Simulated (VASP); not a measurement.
The system is SiS2.

```
Si S
1.0
    -3.20141    5.62593    2.81280
     3.20141   -5.62593    2.81280
     3.20141    5.62593   -2.81280
Si S
2 4
Direct
  0.75000 0.75000 0.00000
  0.25000 0.25000 0.00000
  0.89690 0.81825 0.71515
  0.10310 0.18175 0.28485
  0.39690 0.68175 0.07865
  0.60310 0.31825 0.92135
```

- Program: VASP 6.6.1
- Task: relaxation of shape and atoms at fixed volume
- Functional: PBE
- Potentials or basis: VASP PAW PBE potentials, release 64 (Si, S)
- Cutoff: 500 eV
- k mesh: 8 × 8 × 8
- Occupations: gaussian, width 0.05 eV
- Spin: no spin polarisation

At the start: pressure -1.1 GPa; volume 33.77 Å³/atom.

Question: How do energy, volume and symmetry change on relaxing?

Answer: Over 5 steps the energy falls by 2.4 meV/atom; space group Ibam (No. 72, to 0.1 Å) before and after.

Step by step:
| step | energy change (eV) | largest force (eV/Å) | pressure (GPa) | volume (Å³) |
| --- | --- | --- | --- | --- |
| 1 | 0.0000 | 0.3388 | -1.07 | 202.64 |
| 2 | -0.0135 | 0.0244 | -0.23 | 202.64 |
| 3 | -0.0137 | 0.0180 | -0.11 | 202.64 |
| 4 | -0.0143 | 0.0053 | -0.07 | 202.64 |
| 5 | -0.0144 | 0.0016 | -0.05 | 202.64 |

Final structure:
```cif
data_structure
_symmetry_space_group_name_H-M 'P 1'
_symmetry_Int_Tables_number 1
_cell_length_a 7.0705
_cell_length_b 7.0705
_cell_length_c 7.0705
_cell_angle_alpha 125.963
_cell_angle_beta 74.041
_cell_angle_gamma 133.448
_cell_volume 202.64
loop_
_atom_site_label
_atom_site_type_symbol
_atom_site_fract_x
_atom_site_fract_y
_atom_site_fract_z
_atom_site_occupancy
Si1 Si 0.75000 0.75000 0.00000 1
Si2 Si 0.25000 0.25000 0.00000 1
S1 S 0.89802 0.82027 0.71830 1
S2 S 0.10198 0.17973 0.28170 1
S3 S 0.39802 0.67973 0.07775 1
S4 S 0.60198 0.32027 0.92225 1
```
